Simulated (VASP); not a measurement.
# HfSi2O6 (C2) in VASP: density of states with PBE

Aim: the density of states of HfSi2O6 with PBE.

Program: VASP 6.6.1. These are calculated values, not measurements. Logs are shortened: lines on timing, memory, paths and dates and some standing lists are left out, and cuts for length are marked.

## Step 1: The cell of the first run

The structure is monoclinic, space group C2 (No. 5). Conventional cell: a = 9.909 Å, b = 5.015 Å, c = 5.884 Å, α = 90.00°, β = 91.69°, γ = 90.00°. Hf (site symmetry 2) has 4 O at 1.95 to 1.96 Å within 2.6 Å. Si (site symmetry 1) has 4 O at 1.63 to 1.64 Å within 2.2 Å. O (site symmetry 1) has 2 Si at 1.64 Å within 2.2 Å. O (site symmetry 1) has 1 Si at 1.63 Å and 1 Hf at 1.95 Å within 2.2 Å. Within 2.2 Å of O (site symmetry 1) lie 1 Si at 1.63 Å and 1 Hf at 1.96 Å.

## Step 2: Density of states, PBE

Input file POSCAR:

```
HfSi2O6
1.0
    4.9545455911     -2.5073286742     -0.0011643937
    4.9545455911      2.5073286742     -0.0011643937
   -0.1716761244      0.0000000000      5.8815746921
Hf Si O
1 2 6
Direct
    0.5414655024      0.4585344976      0.0000000000
    0.9867436997      0.5193859552      0.6551762735
    0.4806140448      0.0132563003      0.3448237265
    0.1551668955      0.3051162334      0.4316808886
    0.4296891752      0.7913325861      0.2023886700
    0.2086674139      0.5703108248      0.7976113300
    0.6948837666      0.8448331045      0.5683191114
    0.6291149930      0.1253237566      0.1825336797
    0.8746762434      0.3708850070      0.8174663203
```

Input file INCAR.step1:

```
ALGO     = Normal         # electronic algorithm
EDIFF    = 1E-6           # SCF threshold, eV
ENCUT    = 520            # plane-wave cutoff, eV
GGA      = PE             # functional
ISIF     = 2              # what is computed and relaxed
ISMEAR   = 0              # smearing method
LASPH    = T              # aspherical terms in the spheres
LCHARG   = T              # write CHGCAR
LMAXMIX  = 4              # l up to which the mixer works
LREAL    = F              # projectors in reciprocal space
LWAVE    = F              # write WAVECAR
NBANDS   = 37             # bands
NELM     = 100            # most SCF steps
PREC     = Accurate       # precision mode
SIGMA    = 0.02           # smearing width, eV
```

Input file KPOINTS.step1:

```
k-points
0
Gamma
  6 6 4
```

Input file INCAR.step2:

```
ALGO     = Normal         # electronic algorithm
EDIFF    = 1E-6           # SCF threshold, eV
ENCUT    = 520            # plane-wave cutoff, eV
GGA      = PE             # functional
ICHARG   = 11             # starting density
ISIF     = 2              # what is computed and relaxed
ISMEAR   = -5             # smearing method
LASPH    = T              # aspherical terms in the spheres
LCHARG   = F              # write CHGCAR
LMAXMIX  = 4              # l up to which the mixer works
LORBIT   = 11             # projections on sites
LREAL    = F              # projectors in reciprocal space
LWAVE    = F              # write WAVECAR
NBANDS   = 37             # bands
NEDOS    = 1001           # points of the DOS
NELM     = 100            # most SCF steps
PREC     = Accurate       # precision mode
SIGMA    = 0.02           # smearing width, eV
```

Input file KPOINTS.step2:

```
k-points
0
Gamma
  9 9 6
```

Potentials or basis: VASP PAW PBE potentials, release 64 (Hf_pv, Si, O).

The run is started by

```
$ cat potpaw_PBE.64/Hf_pv/POTCAR potpaw_PBE.64/Si/POTCAR potpaw_PBE.64/O/POTCAR > POTCAR
$ cp INCAR.step1 INCAR
$ cp KPOINTS.step1 KPOINTS
$ mpirun -np 1 vasp_std > vasp.out
$ cp INCAR.step2 INCAR
$ cp KPOINTS.step2 KPOINTS
$ mpirun -np 1 vasp_std > vasp.out
```

OUTCAR:

```text
EDIFF = 1E-6
   ENCUT = 520
   GGA = PE
   ICHARG = 11
   ISIF = 2
   ISMEAR = -5
   LASPH = T
   LORBIT = 11
   LREAL = F
   NELM = 100
   PREC = Accurate

 ion  position               nearest neighbor table
   1  0.541  0.459  0.000-   5 1.95   6 1.95   8 1.96   9 1.96   2 3.41   3 3.41   3 3.49   2 3.49

   2  0.987  0.519  0.655-   6 1.63   9 1.63   4 1.64   7 1.64   3 3.10   3 3.10   1 3.41   1 3.49

   3  0.481  0.013  0.345-   5 1.63   8 1.63   7 1.64   4 1.64   2 3.10   2 3.10   1 3.41   1 3.49

   4  0.155  0.305  0.432-   2 1.64   3 1.64
   5  0.430  0.791  0.202-   3 1.63   1 1.95
   6  0.209  0.570  0.798-   2 1.63   1 1.95
   7  0.695  0.845  0.568-   3 1.64   2 1.64
   8  0.629  0.125  0.183-   3 1.63   1 1.96
   9  0.875  0.371  0.817-   2 1.63   1 1.96

  LATTYP: Found a base centered monoclinic cell.
 ALAT       =     9.9090914559
 B/A-ratio  =     0.5060663100
 C/A-ratio  =     0.5938061724
 COS(beta)  =    -0.0294112910

  Lattice vectors:

 A1 = (   4.9545455911,  -2.5073286742,  -0.0011643937)
 A2 = (   4.9545455911,   2.5073286742,  -0.0011643937)
 A3 = (  -0.1716761244,   0.0000000000,   5.8815746921)

Analysis of symmetry for initial positions (statically):
=====================================================================
 Subroutine PRICEL returns:
 Original cell was already a primitive cell.

 Routine SETGRP: Setting up the symmetry group for a
 base centered monoclinic supercell.

 Subroutine GETGRP returns: Found  2 space group operations
 (whereof  2 operations were pure point group operations)
 out of a pool of  4 trial point group operations.

The static configuration has the point symmetry C_2 .

Analysis of symmetry for dynamics (positions and initial velocities):
=====================================================================
 Subroutine PRICEL returns:
 Original cell was already a primitive cell.

 Routine SETGRP: Setting up the symmetry group for a
 base centered monoclinic supercell.

 Subroutine GETGRP returns: Found  2 space group operations
 (whereof  2 operations were pure point group operations)
 out of a pool of  4 trial point group operations.

The dynamic configuration has the point symmetry C_2 .

 Subroutine INISYM returns: Found  2 space group operations
 (whereof  2 operations are pure point group operations),
 and found     1 'primitive' translations

[... 126 lines left out ...]
   EFERMI_NEDOS =   21; number of points for ismear=-14 and -15
   IALGO  =     38    algorithm
   IMIX   =      4    mixing-type and parameters
     AMIX     =   0.40;   BMIX     =  1.00
     AMIX_MAG =   1.60;   BMIX_MAG =  1.00
  volume/ion in A,a.u.               =      16.24       109.57
  Fermi-wavevector in a.u.,A,eV,Ry     =   1.174792  2.220034 18.777882  1.380135
  Thomas-Fermi vector in A             =   2.311183
   LORBIT       =     11    0 simple, 1 ext, 2 COOP (PROOUT), +10 PAW based schemes
   GGA     = PE    functional components
   LHFCALC =     F    Hartree Fock is set to
   AEXX    =    0.0000 exact exchange contribution
   IVDW    =     0    specifies the selected vdW correction
   LEPSILON=     F    determine dielectric tensor
   LRPA    =     F    only Hartree local field effects (RPA)
 non-spin polarized calculation
 Fermi weights with tetrahedron method with Bloechl corrections
  energy-cutoff  :      520.00
  volume of cell :      146.13
 maximum number of plane-waves:      3953
 NGX is ok and might be reduce to    42

 number of electron      54.0000005 magnetization

 Free energy of the ion-electron system (eV)
  ---------------------------------------------------
  ext. energy  EPLUGINS =         0.00000000
  ---------------------------------------------------
  free energy    TOTEN  =       -77.29232373 eV

  energy without entropy =      -77.29232373  energy(sigma->0) =      -77.29232373

 E-fermi :  -0.4805     XC(G=0):  -8.3604

 val. band max:       -0.4880865285   @ k =   0.0000   0.0000   0.5000
 cond. band min:       4.5403277229   @ k =   0.0000   0.0000   0.0000
 fundamental gap:      5.0284142514
 Fermi energy:        -0.4805145224

 k-point     1 :       0.0000    0.0000    0.0000
  band No.  band energies     occupation
      1     -29.3905      2.00000
      2     -29.3466      2.00000
      3     -29.3195      2.00000
      4     -19.2265      2.00000
      5     -17.7414      2.00000
      6     -17.4831      2.00000
[... 949 lines left out ...]
     36       9.7099      0.00000
     37      10.1987      0.00000

 [... further k-points ...]
[... 5 lines left out ...]
  --------------------------------------------------------------------------------------
  -------------------------------------------------------------------------------------
  Total       -0.3178377     -0.3710139     -0.3424301      0.0000000      0.0000000     -0.0411975
  in kB       -3.4848189     -4.0678513     -3.7544534      0.0000000      0.0000000     -0.4516952
  external PRESSURE =      -3.7690412 kB  Pullay stress =       0.0000000 kB

 VOLUME and BASIS-vectors are now :
 -----------------------------------------------------------------------------
  energy-cutoff  :      520.00
  volume of cell :      146.13
      direct lattice vectors                 reciprocal lattice vectors
     4.954545591 -2.507328674 -0.001164394     0.100918121 -0.199415420  0.002945679
     4.954545591  2.507328674 -0.001164394     0.100918121  0.199415420  0.002945679
    -0.171676124  0.000000000  5.881574692     0.000039958  0.000000000  0.170023661

 POSITION                                       TOTAL-FORCE (eV/Angst)
 -----------------------------------------------------------------------------------
      4.95455     -0.20794     -0.00116        -0.000000      0.012094     -0.000000
      7.34971     -1.17182      3.85171         0.008459      0.006690     -0.007129
      2.38771     -1.17182      2.02753        -0.008459      0.006690      0.007129
      2.20638      0.37597      2.53843         0.000577      0.005526     -0.004562
      6.01486      0.90676      1.18894        -0.108830     -0.106965     -0.111810
      3.72255      0.90676      4.69030         0.108830     -0.106965      0.111810
      7.53103      0.37597      3.34082        -0.000577      0.005526      0.004562
      3.70656     -1.26317      1.07271         0.126941      0.088702     -0.106365
      6.03085     -1.26317      4.80654        -0.126941      0.088702      0.106365
 -----------------------------------------------------------------------------------
    total drift:                               -0.000000      0.000319     -0.000000

  FREE ENERGIE OF THE ION-ELECTRON SYSTEM (eV)
  ---------------------------------------------------
  free  energy   TOTEN  =       -77.2923237281 eV

  energy  without entropy=      -77.2923237281  energy(sigma->0) =      -77.29232373

 total charge

# of ion       s       p       d       tot
------------------------------------------
    1        0.341   6.637   1.661   8.639
    2        0.645   0.976   0.000   1.621
    3        0.645   0.976   0.000   1.621
    4        1.548   3.671   0.000   5.220
    5        1.556   3.604   0.000   5.161
    6        1.556   3.604   0.000   5.161
    7        1.548   3.671   0.000   5.220
    8        1.558   3.596   0.000   5.154
    9        1.558   3.596   0.000   5.154
--------------------------------------------------
tot         10.956  30.333   1.661  42.950
```

Wall time 6.9 min (1 thread of Intel Xeon 6975P-C (Granite Rapids), shared host); peak memory 0.71 GiB.

What came out:

| Item | Value |
| --- | --- |
| Valence electrons inside the program's atomic spheres | Hf 8.64; Si 1.62; O 5.22, 5.16, 5.15 |

Caveat: spin-orbit coupling is left out, which moves the levels of the heavy elements.
